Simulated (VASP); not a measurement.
Runs of VASP 6.6.1 on Na. The structure is that of space group I4/mmm (No. 139), or close to it. The cells are those of the table. 

| cell | gap on the mesh (eV) | pressure (GPa) |
| --- | --- | --- |
| a = 3.578 Å, angles 111.6, 111.6, 105.3°, 1 atom | none | 0.3 |
| a = 3.670 Å, angles 107.5, 107.5, 113.5°, 1 atom | none | -0.3 |
| a = 3.608 Å, angles 108.1, 108.1, 112.2°, 1 atom | none | 0.0 |
| a = 3.670 Å, angles 111.5, 111.5, 105.4°, 1 atom | none | -0.3 |
| a = 3.546 Å, angles 110.9, 110.9, 106.7°, 1 atom | none | (a) |
| a = 3.611 Å, angles 112.3, 112.3, 104.0°, 1 atom | none | 0.0 |

Alike in all rows: task single point; level PBEsol; potentials or basis VASP PAW PBE potentials, release 64 (Na_pv); no spin polarisation; k mesh 16 × 16 × 16; cutoff (eV) 520; smearing gaussian 0.15 eV.

Estimate the missing entries.

(a) 0.5.

Caveats: the PAW data sets were made with another functional, which shifts forces and pressure a little.

A gap of «none» marks levels without a gap at the run's occupations.
